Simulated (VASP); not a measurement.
Set up this calculation in VASP 6.6.1, as the native input.

| Item | Value |
| --- | --- |
| Task | single point |
| Functional | PBE |
| Potentials or basis | VASP PAW PBE potentials, release 64 (Al, B, Sb, P) |
| Cutoff | 520 eV |
| k mesh | 5 × 5 × 2 |
| Occupations | gaussian, width 0.2 eV |
| Spin | no spin polarisation |
| Dipole correction | no |
| Further INCAR settings | ALGO = Normal; EDIFF = 1e-06; NBANDS = 25 |

The structure of Al4BSbP2 lies in POSCAR:

```
Al4BSbP2
1.0
    3.8274753742      0.0000000000      0.0000000000
   -1.9137376871      3.3146909064      0.0000000000
    0.0000000000      0.0000000000     13.4315358425
Al B Sb P
4 1 1 2
Direct
    0.3333333333      0.6666666667      0.4677536818
    0.3333333333      0.6666666667      0.0287356099
    0.6666666667      0.3333333333      0.2299990531
    0.6666666667      0.3333333333      0.7869851693
    0.3333333333      0.6666666667      0.1868708660
    0.3333333333      0.6666666667      0.6756564715
    0.6666666667      0.3333333333      0.4152672666
    0.6666666667      0.3333333333      0.9587318817
```

These files were run (other wordings do the same):

INCAR

```
SYSTEM = Al4BSbP2
PREC = Accurate ; ENCUT = 520
EDIFF = 1E-6 ; ISMEAR = 0
SIGMA = 0.2 ; LREAL = .FALSE.
LASPH = .TRUE. ; NELM = 60
ALGO = Normal ; ISIF = 2
LWAVE = .FALSE. ; LCHARG = .TRUE.
GGA = PE ; LELF = .TRUE.
LVHAR = .TRUE. ; NBANDS = 25
```

KPOINTS

```
regular mesh
0
G
  5 5 2
  0 0 0
```

Potentials or basis: VASP PAW PBE potentials, release 64 (Al, B, Sb, P).

Launch:

```sh
$ cat potpaw_PBE.64/Al/POTCAR potpaw_PBE.64/B/POTCAR potpaw_PBE.64/Sb/POTCAR potpaw_PBE.64/P/POTCAR > POTCAR
$ mpirun -np 1 vasp_std > vasp.out
```

It gave:

```
Pressure               : 0.2 GPa
Largest force          : 0.093 eV/Å
Band gap on the k mesh : zero (bands 15 and 16 overlap by 1.89 eV)
```

Caveat: the k points lie up to 0.38 Å⁻¹ apart, too coarse for converged energies and pressures of a metal; spin-orbit coupling is left out, which moves the levels of the heavy elements.

Wall time 79 s on 1 thread of Intel Xeon 8259CL, on a shared host, peak memory 0.28 GiB.
